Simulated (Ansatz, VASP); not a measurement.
## Two plane-wave programs on Al32Cu

```
CELL_PARAMETERS angstrom
8.10000 0.00000 0.00000
0.00000 8.10000 0.00000
0.00000 0.00000 8.10000
ATOMIC_POSITIONS crystal
Al 0.50253 0.00000 0.00014
Al 0.74968 0.24705 0.00012
Al 0.74966 0.00000 0.24719
Al 0.99666 0.00000 0.00010
Al 0.24957 0.24071 0.00021
Al 0.50898 0.50000 0.00021
Al 0.74968 0.75294 0.00012
Al 0.24955 0.99999 0.24084
Al 0.50343 0.24610 0.24626
Al 0.74934 0.50000 0.24083
Al 0.50897 0.99999 0.50016
Al 0.74936 0.24071 0.50015
Al 0.74969 0.00000 0.75309
Al 0.99039 0.50000 0.00022
Al 0.24957 0.75928 0.00021
Al 0.99586 0.24634 0.24650
Al 0.24987 0.50000 0.21142
Al 0.50343 0.75389 0.24626
Al 0.99040 0.99999 0.50013
Al 0.24987 0.21104 0.50007
Al 0.53775 0.50000 0.50010
Al 0.74935 0.75928 0.50015
Al 0.24959 0.99999 0.75940
Al 0.50337 0.24616 0.75400
Al 0.74937 0.50000 0.75941
Al 0.99586 0.75365 0.24650
Al 0.95978 0.50000 0.50003
Al 0.24987 0.78894 0.50007
Al 0.99596 0.24643 0.75373
Al 0.24987 0.50000 0.78933
Al 0.50337 0.75383 0.75400
Al 0.99595 0.75356 0.75373
Cu 0.24870 0.49999 0.50040
```

Alike in both runs: functional PBEsol; k mesh 2 × 2 × 2; occupations gaussian, width 0.15 eV; no spin polarisation.

Ansatz relaxed the structure, and its values are those at the end. VASP's run is a single point on that final structure, the one shown.

|  | VASP | Ansatz |
| --- | --- | --- |
| version | VASP 6.6.1 | Ansatz 0.2.0 |
| potentials or method | VASP PAW PBE potentials, release 64 (Al, Cu), cutoff 520 eV | scalar-relativistic, plane waves, PAW |
| valence electrons in the cell | 107 | 115 |

|  | VASP | Ansatz | Ansatz less VASP |
| --- | --- | --- | --- |
| rms of the force components (eV/Å) | 0.009 | 0.008 | -0.0006 |

VASP's potentials were made for PBE, not for PBEsol, and Ansatz warns of the same on its side. With one functional, cell and mesh, what is left measures potentials, basis and numerics. VASP's potentials hold 107 valence electrons a cell and Ansatz's 115, so a difference there can come from the potentials and not from the codes.

The k mesh is coarse, so the values compare programs but aren't converged.
